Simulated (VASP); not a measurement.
# Bi: single point with RPBE

Crystal: Bi.

```
CELL_PARAMETERS angstrom
6.44421 0.00000 0.00000
0.00000 6.44421 0.00000
0.00000 0.00000 6.44421
ATOMIC_POSITIONS crystal
Bi 0.00000 0.00000 0.00000
Bi 0.50000 0.50000 0.50000
Bi 0.25000 0.00000 0.50000
Bi 0.75000 0.00000 0.50000
Bi 0.50000 0.25000 0.00000
Bi 0.50000 0.75000 0.00000
Bi 0.00000 0.50000 0.25000
Bi 0.00000 0.50000 0.75000
```

```
Program                : VASP 6.6.1
Task                   : single point
Functional             : RPBE
Potentials or basis    : VASP PAW PBE potentials, release 64 (Bi_d)
Cutoff                 : 520 eV
k mesh                 : 5 × 5 × 5
Occupations            : fermi-dirac, width 0.1 eV
Spin                   : no spin polarisation
Dipole correction      : no
Further INCAR settings : ALGO = Normal; EDIFF = 1e-06; NBANDS = 70
```

```json
{
  "Pressure": "-0.3 GPa",
  "Band gap on the k mesh": "zero (bands 60 and 61 overlap by 0.42 eV)"
}
```

Levels at points of the mesh, in eV from the Fermi level:
```tsv
k point	band 58	band 59	band 60	band 61	band 62	band 63
(0.00, 0.00, 0.00)	-1.19	-1.19	-1.19	0.82	0.82	0.82
```

Run time: 2.3 min on 1 thread of Intel(R) Xeon(R) Platinum 8488C (Sapphire Rapids), with other jobs on the host, peak memory 0.37 GiB.

Caveat: the PAW data sets were made with another functional, which shifts forces and pressure a little; spin-orbit coupling is left out, which moves the levels of the heavy elements.
